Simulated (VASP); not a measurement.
Here is a VASP 6.6.1 calculation.

File POSCAR:

```
ZrB2
1.0
    3.2523742500      0.0000000000      0.0000000000
   -1.6261871250      2.8166387231      0.0000000000
    0.0000000000      0.0000000000      3.6248070100
Zr B
1 2
Direct
    0.0000000000      0.0000000000      0.0000000000
    0.6666666667      0.3333333333      0.5000000000
    0.3333333333      0.6666666667      0.5000000000
```

File INCAR.step1:

```
ALGO     = Normal         # electronic algorithm
EDIFF    = 1E-5           # SCF threshold, eV
ENCUT    = 550            # plane-wave cutoff, eV
GGA      = PE             # functional
GGA_COMPAT= False        
ISMEAR   = -1             # smearing method
LASPH    = True           # aspherical terms in the spheres
LCHARG   = False          # write CHGCAR
LMAXMIX  = 4              # l up to which the mixer works
LNONCOLLINEAR= True           # non-collinear magnetism
LREAL    = False          # projectors in reciprocal space
LSORBIT  = True           # spin-orbit coupling
LWAVE    = True           # write WAVECAR
MAGMOM   = 0 0 0 0 0 0 0 0 0 # initial moments
NBANDS   = 31             # bands
NELM     = 200            # most SCF steps
PREC     = Accurate       # precision mode
SIGMA    = 0.15           # smearing width, eV
```

The input INCAR.step2:

```
ALGO     = Normal         # electronic algorithm
EDIFF    = 1E-6           # SCF threshold, eV
ENCUT    = 550            # plane-wave cutoff, eV
GGA_COMPAT= False        
ISIF     = 2              # what is computed and relaxed
ISMEAR   = -1             # smearing method
ISTART   = 1            
IVDW     = 12             # dispersion correction
LASPH    = True           # aspherical terms in the spheres
LCHARG   = True           # write CHGCAR
LMAXMIX  = 4              # l up to which the mixer works
LMIXTAU  = True         
LNONCOLLINEAR= True           # non-collinear magnetism
LORBIT   = 11             # projections on sites
LORBMOM  = True         
LREAL    = False          # projectors in reciprocal space
LSORBIT  = True           # spin-orbit coupling
LVHAR    = True         
LWAVE    = False          # write WAVECAR
MAGMOM   = 0 0 0 0 0 0 0 0 0 # initial moments
METAGGA  = R2SCAN         # meta-GGA
NBANDS   = 31             # bands
NELM     = 200            # most SCF steps
PREC     = Accurate       # precision mode
SIGMA    = 0.15           # smearing width, eV
VDW_A1   = 0.49484001   
VDW_A2   = 5.73083694   
VDW_S6   = 1.0          
VDW_S8   = 0.78981345
```

The input KPOINTS:

```
k-points
0
Gamma
  10 10 8
```

Potentials or basis: VASP PAW PBE potentials, release 64 (Zr_sv, B).

The run is started by

```console
$ cat potpaw_PBE.64/Zr_sv/POTCAR potpaw_PBE.64/B/POTCAR > POTCAR
$ cp INCAR.step1 INCAR
$ mpirun -np 1 vasp_ncl > vasp.out
$ cp INCAR.step2 INCAR
$ mpirun -np 1 vasp_ncl > vasp.out
```

Question: Predict the dispersion energy per atom.

Answer: -0.170 eV.

Question: Estimate the net moment.

Answer: 0.00 μB per cell.

Question: Predict the pressure.

Answer: -18.0 GPa.

Stress tensor (GPa, compression positive):
```
-19.16   0.00   0.00
  0.00 -19.16   0.00
  0.00   0.00 -15.62
```

Caveat: the cell stands under tension; the PAW data sets were made with another functional, which shifts forces and pressure a little.
